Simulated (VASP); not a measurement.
## HfB2: single point with PBE

The system is HfB2.

```
Hf B
1.0
     3.18027    0.00000    0.00000
    -1.59013    2.75419    0.00000
     0.00000    0.00000    3.54967
Hf B
1 2
Direct
  0.00000 0.00000 0.00000
  0.33333 0.66667 0.50000
  0.66667 0.33333 0.50000
```

```json
{
  "Program": "VASP 6.6.1",
  "Task": "single point",
  "Functional": "PBE",
  "Potentials or basis": "VASP PAW PBE potentials, release 64 (Hf_pv, B)",
  "Cutoff": "520 eV",
  "k mesh": "13 × 13 × 10",
  "Occupations": "fermi-dirac, width 0.05 eV",
  "Spin": "no spin polarisation",
  "Dipole correction": "no",
  "Further INCAR settings": "ALGO = Normal; EDIFF = 1e-06; NBANDS = 15"
}
```

| Quantity | Value |
| --- | --- |
| Pressure | -9.6 GPa |
| Band gap on the k mesh | zero (bands 8 and 9 overlap by 0.96 eV) |

Stress tensor (GPa, compression positive):
```
 -9.27   0.00   0.00
  0.00  -9.27   0.00
  0.00   0.00 -10.13
```

Levels at points of the mesh, in eV from the Fermi level:
| k point | band 6 | band 7 | band 8 | band 9 | band 10 | band 11 |
| --- | --- | --- | --- | --- | --- | --- |
| (0.00, 0.00, 0.00) | -2.96 | -2.87 | -2.87 | 3.69 | 3.69 | 4.25 |
| (0.00, 0.00, 0.50) | -1.27 | -1.27 | 0.26 | 0.26 | 0.85 | 0.85 |

It took 30 s on 1 thread of AMD EPYC 9R14 (Zen 4) (shared host), peak memory 0.15 GiB.

Caveat: the cell stands under tension; spin-orbit coupling is left out, which moves the levels of the heavy elements.
